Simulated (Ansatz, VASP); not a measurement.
**CoSi: VASP beside Ansatz**

INCAR

```
  PREC = Accurate
  ENCUT = 520
  EDIFF = 1E-6
  ISMEAR = -1
  SIGMA = 0.03
  LREAL = False
  LASPH = True
  NELM = 80
  ALGO = Normal
  ISIF = 2
  LWAVE = False
  LCHARG = False
  GGA = PE
  NBANDS = 14
```

Contents of KPOINTS:

```
Automatic mesh
0
Gamma
  14 14 14
```

Contents of POSCAR:

```
CoSi
1.0
    2.9390962855      0.0000000000      0.0000000000
    0.0000000000      2.9390962855      0.0000000000
    0.0000000000      0.0000000000      2.9390962855
Co Si
1 1
Direct
    0.0000000000      0.0000000000      0.0000000000
    0.5000000000      0.5000000000      0.5000000000
```

Input for Ansatz:

```yaml
crystal:
  lattice:
    - [2.9390962855, 0.0, 0.0]
    - [0.0, 2.9390962855, 0.0]
    - [0.0, 0.0, 2.9390962855]
  atoms:
    - { symbol: Co, position: [0.0, 0.0, 0.0] }
    - { symbol: Si, position: [0.5, 0.5, 0.5] }
kpoints:
  mp_grid: { grid: [14, 14, 14] }
scf:
  occupations: { method: fermi_dirac, width: 0.03 }
  lower_state_search: "off"
hamiltonian:
  xc: pbe
  pseudopotentials: { kind: paw }
output:
  forces: true
  stress: true
  eigenvalues: true
  write_density: true
  write_potential: true
  elf: true
  volumetric_format: npy
```

Change from the starting cell: volume scaled by 1.18, no spin polarisation, PAW files.

Alike in both runs: task single point; functional PBE; k mesh 14 × 14 × 14; occupations fermi-dirac, width 0.03 eV; no spin polarisation.

|  | VASP | Ansatz |
| --- | --- | --- |
| version | VASP 6.6.1 | Ansatz 0.2.0 |
| potentials or method | VASP PAW PBE potentials, release 64 (Co, Si) | PAW with Ansatz's default frozen-core files, scalar-relativistic |
| plane-wave cutoff (eV) | 520 | 420 |
| valence electrons in the cell | 13 | 21 |

```csv
,VASP,Ansatz,Ansatz less VASP
pressure (GPa),-24.0,-24.0,-0.02
```

The functional is the same, so the differences come from potentials, cutoffs and numerics. VASP's potentials hold 13 valence electrons a cell and Ansatz's 21, so a difference there can come from the potentials and not from the codes.
